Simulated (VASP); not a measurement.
# C (P6/mmm) in VASP: further runs

The runs below take C through single point, with PBE+D3(BJ).

Everything below comes from runs of VASP 6.6.1. Logs are shortened: lines on timing, memory, paths and dates and some standing lists are left out, and cuts for length are marked.

## (1) The cell of the first run

It takes space group P6/mmm (No. 191, hexagonal). Conventional cell: a = 2.465 Å, b = 2.465 Å, c = 3.572 Å, α = 90.00°, β = 90.00°, γ = 120.00°. Within 1.9 Å of C (site symmetry -6m2) lie 3 C at 1.42 Å.

## (2) Single point, PBE+D3(BJ)

Input file INCAR:

```
SYSTEM = C
PREC = Accurate ; ENCUT = 520
EDIFF = 1E-6 ; ISMEAR = 0
SIGMA = 0.15 ; LREAL = .False.
LASPH = .True. ; NELM = 60
ALGO = Normal ; ISIF = 2
LWAVE = .False. ; LCHARG = .False.
GGA = PE ; IVDW = 12
NBANDS = 16
```

Input file KPOINTS:

```
Automatic mesh
0
Gamma
  18 12 10
  0 0 0
```

Input file POSCAR:

```
C
1.0
   -2.4646600698      0.0000000000      0.0000000000
    0.0000000000      0.0000000000     -3.5719696368
    0.0000000000     -4.2689164642      0.0000000000
C
4
Direct
    0.5000000000      0.0000000000      0.1666666667
    0.0000000000      0.0000000000      0.6666666667
    0.0000000000      0.0000000000      0.3333333333
    0.5000000000      0.0000000000      0.8333333333
```

Potentials or basis: VASP PAW PBE potentials, release 64 (C).

On the command line:

```
$ cat potpaw_PBE.64/C/POTCAR > POTCAR
$ mpirun -np 1 vasp_std > vasp.out
```

OUTCAR:

```text
SYSTEM = C
   PREC = Accurate
   ENCUT = 520
   EDIFF = 1E-6
   ISMEAR = 0
   LREAL = .False.
   LASPH = .True.
   NELM = 60
   ISIF = 2
   GGA = PE
   IVDW = 12
 IVDW          = 12

 ion  position               nearest neighbor table
   1  0.500  0.000  0.167-   3 1.42   3 1.42   4 1.42
   2  0.000  0.000  0.667-   4 1.42   4 1.42   3 1.42
   3  0.000  0.000  0.333-   1 1.42   1 1.42   2 1.42
   4  0.500  0.000  0.833-   2 1.42   2 1.42   1 1.42

  LATTYP: Found a simple orthorhombic cell.
 ALAT       =     2.4646600698
 B/A-ratio  =     1.4492747623
 C/A-ratio  =     1.7320508075

  Lattice vectors:

 A1 = (  -2.4646600698,   0.0000000000,   0.0000000000)
 A2 = (   0.0000000000,   0.0000000000,  -3.5719696368)
 A3 = (   0.0000000000,  -4.2689164642,   0.0000000000)

Analysis of symmetry for initial positions (statically):
=====================================================================
 Subroutine PRICEL returns following result:

  LATTYP: Found a hexagonal cell.
 ALAT       =     2.4646600698
 C/A-ratio  =     1.4492747623

  Lattice vectors:

 A1 = (  -1.2323300349,  -2.1344582321,   0.0000000000)
 A2 = (  -1.2323300349,   2.1344582321,   0.0000000000)
 A3 = (   0.0000000000,   0.0000000000,  -3.5719696368)

   2 primitive cells build up your supercell.

 Routine SETGRP: Setting up the symmetry group for a
 simple orthorhombic supercell.

 Subroutine GETGRP returns: Found  8 space group operations
 (whereof  8 operations were pure point group operations)
 out of a pool of  8 trial point group operations.

The static configuration has the point symmetry D_2h.

Analysis of symmetry for dynamics (positions and initial velocities):
=====================================================================
 Subroutine PRICEL returns following result:

  LATTYP: Found a hexagonal cell.
 ALAT       =     2.4646600698
 C/A-ratio  =     1.4492747623

  Lattice vectors:

 A1 = (  -1.2323300349,  -2.1344582321,   0.0000000000)
 A2 = (  -1.2323300349,   2.1344582321,   0.0000000000)
 A3 = (   0.0000000000,   0.0000000000,  -3.5719696368)

   2 primitive cells build up your supercell.

 Routine SETGRP: Setting up the symmetry group for a
 simple orthorhombic supercell.

 Subroutine GETGRP returns: Found  8 space group operations
 (whereof  8 operations were pure point group operations)
 out of a pool of  8 trial point group operations.

[... 99 lines left out ...]
   NELM   =     60;   NELMIN=  2; NELMDL= -5     # of ELM steps
   EDIFF  = 0.1E-05   stopping-criterion for ELM
   LREAL  =      F    real-space projection
   EDIFFG = 0.1E-04   stopping-criterion for IOM
   NSW    =      0    number of steps for IOM
   IBRION =     -1    ionic relax: 0-MD 1-quasi-New 2-CG
   NFREE  =      0    steps in history (QN), initial steepest desc. (CG)
   ISIF   =      2    stress and relaxation
   ISYM   =      2    0-nonsym 1-usesym 2-fastsym
   POTIM  = 0.5000    time-step for ionic-motion
   TEBEG  =    0.0;   TEEND  =   0.0 temperature during run
   PSTRESS=    0.0 pullay stress
   NELECT =      16.0000    total number of electrons
   NUPDOWN=      -1.0000    fix difference up-down
   EMIN   =  10.00;   EMAX   =-10.00  energy-range for DOS
   EFERMI =   0.00;   METHOD = LEGACY
   ISMEAR =     0;   SIGMA  =   0.15  broadening in eV -4-tet -1-fermi 0-gaus
   EFERMI_NEDOS =   21; number of points for ismear=-14 and -15
   IALGO  =     38    algorithm
   IMIX   =      4    mixing-type and parameters
     AMIX     =   0.40;   BMIX     =  1.00
     AMIX_MAG =   1.60;   BMIX_MAG =  1.00
  volume/ion in A,a.u.               =       9.40        63.40
  Fermi-wavevector in a.u.,A,eV,Ry     =   1.231556  2.327303 20.636352  1.516729
  Thomas-Fermi vector in A             =   2.366360
   LORBIT       =      0    0 simple, 1 ext, 2 COOP (PROOUT), +10 PAW based schemes
   GGA     = PE    functional components
   LHFCALC =     F    Hartree Fock is set to
   AEXX    =    0.0000 exact exchange contribution
   IVDW    =    12    specifies the selected vdW correction
   LEPSILON=     F    determine dielectric tensor
   LRPA    =     F    only Hartree local field effects (RPA)
 non-spin polarized calculation
 Gauss-broadening in eV      SIGMA  =   0.15
  energy-cutoff  :      520.00
  volume of cell :       37.58
 maximum number of plane-waves:      1040
   NGX =  9   NGY = 13   NGZ = 15

 number of electron      16.0000003 magnetization

 Free energy of the ion-electron system (eV)
  ---------------------------------------------------
  ext. energy  EPLUGINS =         0.00000000
  ---------------------------------------------------
  free energy    TOTEN  =       -36.85626381 eV

  energy without entropy =      -36.85586258  energy(sigma->0) =      -36.85606319

 E-fermi :   4.1597     XC(G=0):  -9.8800

 val. band max:        4.1578786892   @ k =   0.3333   0.2500   0.0000
 cond. band min:       4.3931835118   @ k =   0.3333   0.1667   0.0000
 fundamental gap:      0.2353048226
 Fermi energy:         4.1597451014

 k-point     1 :       0.0000    0.0000    0.0000
  band No.  band energies     occupation
      1     -15.4470      2.00000
      2     -10.1719      2.00000
      3      -9.1225      2.00000
      4      -2.7056      2.00000
      5      -2.2572      2.00000
      6       1.1306      2.00000
[... 433 lines left out ...]
      3      -8.6956      2.00000
      4      -4.0739      2.00000
      5      -2.5313      2.00000
      6      -0.5554      2.00000
[... 8 lines left out ...]
     15      15.8230      0.00000
     16      16.3554      0.00000

 [... further k-points ...]

------------------------ aborting loop because EDIFF is reached ----------------------------------------

 Edisp (eV)   -0.57989

 E8    (eV) :    -0.1629

  FORCE on cell =-STRESS in cart. coord.  units (eV):
  Direction    XX          YY          ZZ          XY          YZ          ZX
  --------------------------------------------------------------------------------------
  -------------------------------------------------------------------------------------
  Total       0.15510     0.16956    -0.02626     0.00000     0.00000     0.00000
  in kB       6.61227     7.22853    -1.11942     0.00000     0.00000     0.00000
  external pressure =        4.24 kB  Pullay stress =        0.00 kB

 VOLUME and BASIS-vectors are now :
 -----------------------------------------------------------------------------
  energy-cutoff  :      520.00
  volume of cell :       37.58
      direct lattice vectors                 reciprocal lattice vectors
    -2.464660070  0.000000000  0.000000000    -0.405735465  0.000000000  0.000000000
     0.000000000  0.000000000 -3.571969637     0.000000000  0.000000000 -0.279957587
     0.000000000 -4.268916464  0.000000000     0.000000000 -0.234251480  0.000000000

 POSITION                                       TOTAL-FORCE (eV/Angst)
 -----------------------------------------------------------------------------------
     -1.23233     -0.71149      0.00000         0.000000     -0.004144      0.000000
      0.00000     -2.84594      0.00000        -0.000000     -0.004144     -0.000000
      0.00000     -1.42297      0.00000         0.000000      0.004144     -0.000000
     -1.23233     -3.55743      0.00000        -0.000000      0.004144      0.000000
 -----------------------------------------------------------------------------------
    total drift:                               -0.000000     -0.000000     -0.000000

  FREE ENERGIE OF THE ION-ELECTRON SYSTEM (eV)
  ---------------------------------------------------
  free  energy   TOTEN  =       -37.4361581193 eV

  energy  without entropy=      -37.4357568862  energy(sigma->0) =      -37.43595750
```

Run time: 4.8 min. Hardware: 1 thread of AMD EPYC 7R13, shared host; peak memory 0.26 GiB.

Results:

* Free energy: -37.4362 eV
* Pressure: 0.4 GPa
* Largest force: 0.004 eV/Å
* Band gap on the k mesh: zero (band 8 reaches 4.64 eV, above the bottom of band 9 at 3.72 eV)
* Dispersion energy per atom: -0.145 eV

Forces in eV/Å, atoms in the order of the input:
```
C    0.000 -0.004  0.000
C    0.000 -0.004  0.000
C    0.000  0.004  0.000
C    0.000  0.004  0.000
```

Levels at points of the mesh, in eV from the Fermi level:
```
           k point  band 6  band 7  band 8  band 9  band 10  band 11
(0.00, 0.00, 0.00)   -3.03   -3.03   -1.84    2.36     3.83     7.28
(0.50, 0.00, 0.00)   -8.98   -2.15   -2.15    3.25     3.25     9.28
(0.00, 0.50, 0.00)   -3.01   -3.01   -2.83    1.08     7.52     8.37
(0.50, 0.50, 0.00)   -8.91   -3.27   -3.27    2.43     2.43    10.41
(0.00, 0.00, 0.50)   -5.19   -5.05   -5.05    5.67     5.67     7.60
(0.50, 0.00, 0.50)   -6.42   -1.84   -1.84    2.36     2.36     7.28
(0.00, 0.50, 0.50)   -6.52   -5.02   -5.02    6.93     6.93     8.14
(0.50, 0.50, 0.50)   -6.39   -2.83   -2.83    1.08     1.08     7.52
```

## (3) Single point, PBE+D3(BJ)

This run uses another cell than the first one: it holds 2 atoms, not 4.

Input file INCAR:

```
PREC     = Accurate       # precision mode
ENCUT    = 520            # plane-wave cutoff, eV
EDIFF    = 1E-6           # SCF threshold, eV
ISMEAR   = 0              # smearing method
SIGMA    = 0.15           # smearing width, eV
LREAL    = False          # projectors in reciprocal space
LASPH    = True           # aspherical terms in the spheres
NELM     = 80             # most SCF steps
ALGO     = Normal         # electronic algorithm
ISIF     = 2              # what is computed and relaxed
LWAVE    = False          # write WAVECAR
LCHARG   = False          # write CHGCAR
GGA      = PE             # functional
IVDW     = 12             # dispersion correction
NBANDS   = 11             # bands
```

Input file KPOINTS:

```
Automatic mesh
0
Gamma
  21 21 12
```

Input file POSCAR:

```
C
1.0
    2.4646600538      0.0000000000      0.0000000000
   -1.2323300269      2.1344582183      0.0000000000
    0.0000000000      0.0000000000      3.5719697732
C
2
Direct
    0.3333333333      0.6666666667      0.0000000000
    0.6666666667      0.3333333333      0.0000000000
```

Potentials or basis: VASP PAW PBE potentials, release 64 (C).

On the command line:

```
$ cat potpaw_PBE.64/C/POTCAR > POTCAR
$ mpirun -np 1 vasp_std > vasp.out
```

OUTCAR:

```text
PREC = Accurate
   ENCUT = 520
   EDIFF = 1E-6
   ISMEAR = 0
   LREAL = False
   LASPH = True
   NELM = 80
   ISIF = 2
   GGA = PE
   IVDW = 12
 IVDW          = 12

 ion  position               nearest neighbor table
   1  0.333  0.667  0.000-   2 1.42   2 1.42   2 1.42
   2  0.667  0.333  0.000-   1 1.42   1 1.42   1 1.42

  LATTYP: Found a hexagonal cell.
 ALAT       =     2.4646600538
 C/A-ratio  =     1.4492748270

  Lattice vectors:

 A1 = (   2.4646600538,   0.0000000000,   0.0000000000)
 A2 = (  -1.2323300269,   2.1344582183,   0.0000000000)
 A3 = (   0.0000000000,   0.0000000000,   3.5719697732)

Analysis of symmetry for initial positions (statically):
=====================================================================
 Subroutine PRICEL returns:
 Original cell was already a primitive cell.

 Routine SETGRP: Setting up the symmetry group for a
 hexagonal supercell.

 Subroutine GETGRP returns: Found 24 space group operations
 (whereof 24 operations were pure point group operations)
 out of a pool of 24 trial point group operations.

The static configuration has the point symmetry D_6h.

Analysis of symmetry for dynamics (positions and initial velocities):
=====================================================================
 Subroutine PRICEL returns:
 Original cell was already a primitive cell.

 Routine SETGRP: Setting up the symmetry group for a
 hexagonal supercell.

 Subroutine GETGRP returns: Found 24 space group operations
 (whereof 24 operations were pure point group operations)
 out of a pool of 24 trial point group operations.

The dynamic configuration has the point symmetry D_6h.

 Subroutine INISYM returns: Found 24 space group operations
 (whereof 24 operations are pure point group operations),
 and found     1 'primitive' translations

----------------------------------------------------------------------------------------

[... 118 lines left out ...]
   LHFCALC =     F    Hartree Fock is set to
   AEXX    =    0.0000 exact exchange contribution
   IVDW    =    12    specifies the selected vdW correction
   LEPSILON=     F    determine dielectric tensor
   LRPA    =     F    only Hartree local field effects (RPA)
 non-spin polarized calculation
 Gauss-broadening in eV      SIGMA  =   0.15
  energy-cutoff  :      520.00
  volume of cell :       18.79
 maximum number of plane-waves:       522
   NGX =  9   NGY =  9   NGZ = 13

 number of electron       7.9999998 magnetization

 Free energy of the ion-electron system (eV)
  ---------------------------------------------------
  ext. energy  EPLUGINS =         0.00000000
  ---------------------------------------------------
  free energy    TOTEN  =       -18.42810994 eV

  energy without entropy =      -18.42794498  energy(sigma->0) =      -18.42802746

 E-fermi :   4.1607     XC(G=0):  -9.8797

 val. band max:        4.1580460000   @ k =   0.3333   0.3333   0.2500
 cond. band min:       4.3934140120   @ k =   0.3333   0.3333   0.1667
 fundamental gap:      0.2353680120
 Fermi energy:         4.1606877078

 k-point     1 :       0.0000    0.0000    0.0000
  band No.  band energies     occupation
      1     -15.4467      2.00000
      2      -2.7054      2.00000
      3       1.1310      2.00000
      4       1.1310      2.00000
      5       7.9949      0.00000
      6      12.4696      0.00000
      7      12.4696      0.00000
      8      15.7511      0.00000
      9      16.5822      0.00000
     10      26.3907      0.00000
     11      27.7218      0.00000
[... 309 lines left out ...]
 k-point    24 :       0.1905    0.0952    0.0000
  band No.  band energies     occupation
      1     -13.9484      2.00000
      2      -3.0240      2.00000
      3      -1.3584      2.00000
      4      -0.9996      2.00000
      5       9.8721      0.00000
      6      11.7709      0.00000
      7      13.0620      0.00000
      8      16.0705      0.00000
      9      19.9230      0.00000
     10      24.1200      0.00000
     11      26.8677      0.00000

 [... further k-points ...]

------------------------ aborting loop because EDIFF is reached ----------------------------------------

 Edisp (eV)   -0.28995

 E8    (eV) :    -0.0815

  FORCE on cell =-STRESS in cart. coord.  units (eV):
  Direction    XX          YY          ZZ          XY          YZ          ZX
  --------------------------------------------------------------------------------------
  -------------------------------------------------------------------------------------
  Total       0.08024     0.08024    -0.00927     0.00000    -0.00000     0.00000
  in kB       6.84130     6.84130    -0.79011     0.00000    -0.00000     0.00000
  external pressure =        4.30 kB  Pullay stress =        0.00 kB

 VOLUME and BASIS-vectors are now :
 -----------------------------------------------------------------------------
  energy-cutoff  :      520.00
  volume of cell :       18.79
      direct lattice vectors                 reciprocal lattice vectors
     2.464660054  0.000000000  0.000000000     0.405735468  0.234251482  0.000000000
    -1.232330027  2.134458218  0.000000000     0.000000000  0.468502963  0.000000000
     0.000000000  0.000000000  3.571969773     0.000000000  0.000000000  0.279957576

 POSITION                                       TOTAL-FORCE (eV/Angst)
 -----------------------------------------------------------------------------------
     -0.00000      1.42297      0.00000        -0.000000     -0.000000      0.000000
      1.23233      0.71149      0.00000         0.000000      0.000000     -0.000000
 -----------------------------------------------------------------------------------
    total drift:                                0.000000     -0.000000      0.000000

  FREE ENERGIE OF THE ION-ELECTRON SYSTEM (eV)
  ---------------------------------------------------
  free  energy   TOTEN  =       -18.7180570817 eV

  energy  without entropy=      -18.7178921217  energy(sigma->0) =      -18.71797460
```

OSZICAR:

```text
N       E                     dE             d eps       ncg     rms          rms(c)
DAV:   1     0.590749559847E+01    0.59075E+01   -0.44150E+03  7552   0.655E+02
DAV:   2    -0.190522985101E+02   -0.24960E+02   -0.23799E+02  9918   0.130E+02
DAV:   3    -0.196393046991E+02   -0.58701E+00   -0.58581E+00  9534   0.168E+01
DAV:   4    -0.196414543183E+02   -0.21496E-02   -0.21494E-02  8626   0.122E+00
DAV:   5    -0.196414630452E+02   -0.87269E-05   -0.87268E-05  9198   0.716E-02    0.632E+00
DAV:   6    -0.187213581812E+02    0.92010E+00   -0.71905E-01  8346   0.507E+00    0.369E+00
DAV:   7    -0.184234567106E+02    0.29790E+00   -0.86329E-01  8528   0.557E+00    0.103E+00
DAV:   8    -0.184283370822E+02   -0.48804E-02   -0.23743E-02  7973   0.973E-01    0.135E-01
DAV:   9    -0.184280020165E+02    0.33507E-03   -0.71732E-04  8763   0.169E-01    0.619E-02
DAV:  10    -0.184281086739E+02   -0.10666E-03   -0.21737E-04  7986   0.992E-02    0.319E-02
DAV:  11    -0.184281093890E+02   -0.71507E-06   -0.10769E-05  8751   0.193E-02    0.508E-03
DAV:  12    -0.184281099403E+02   -0.55132E-06   -0.75723E-07  8076   0.638E-03
   1 F= -.18718057E+02 E0= -.18717975E+02  d E =-.164960E-03
```

stdout:

```text
POSCAR found type information on POSCAR C
 POSCAR found :  1 types and       2 ions
 scaLAPACK will be used
 LDA part: xc-table for (Slater+PW92), standard interpolation
 POSCAR, INCAR and KPOINTS ok, starting setup
 FFT: planning ... GRIDC
 FFT: planning ... GRID_SOFT
 FFT: planning ... GRID
 WAVECAR not read
 entering main loop
```

It took 34 s on 1 thread of Intel Xeon Platinum 8124M at 3.00GHz (Skylake/Cascade Lake), shared host; peak memory 0.17 GiB.

Results:

- Free energy: -18.7181 eV
- Pressure: 0.4 GPa
- Band gap on the k mesh: zero (band 4 reaches 4.64 eV, above the bottom of band 5 at 3.72 eV)
- Dispersion energy per atom: -0.145 eV
